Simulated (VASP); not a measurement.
SnO, 8 atoms in the cell. The typed cell holds 8 atoms: a = 3.799 Å, b = 3.799 Å, c = 11.231 Å, α = 90.00°, β = 90.00°, γ = 97.68°.  This cell differs from its parent crystal: z stretched by +1 %, then relaxed in part.

- Program: VASP 6.6.1
- Task: single point
- Functional: PBE
- Potentials or basis: VASP PAW PBE potentials, release 64 (Sn_d, O)
- Cutoff: 520 eV
- k mesh: 8 × 8 × 3
- Occupations: fermi-dirac, width 0.02 eV
- Spin: no spin polarisation
- Dipole correction: no
- Further INCAR settings: ALGO = Normal; EDIFF = 1e-07; NBANDS = 50

Potentials or basis: VASP PAW PBE potentials, release 64 (Sn_d, O).

The run is started by

```console
$ cat potpaw_PBE.64/Sn_d/POTCAR potpaw_PBE.64/O/POTCAR > POTCAR
$ mpirun -np 1 vasp_std > vasp.out
```

Hardware: 1 thread of Oxide Virtual Turin-like Processor (shared host).

Task: Estimate the wall time of this run.

Result: Run time: 5.3 min on 1 thread of Oxide Virtual Turin-like Processor (shared host), peak memory 0.35 GiB. Counts: scf iterations 17, k points 42.
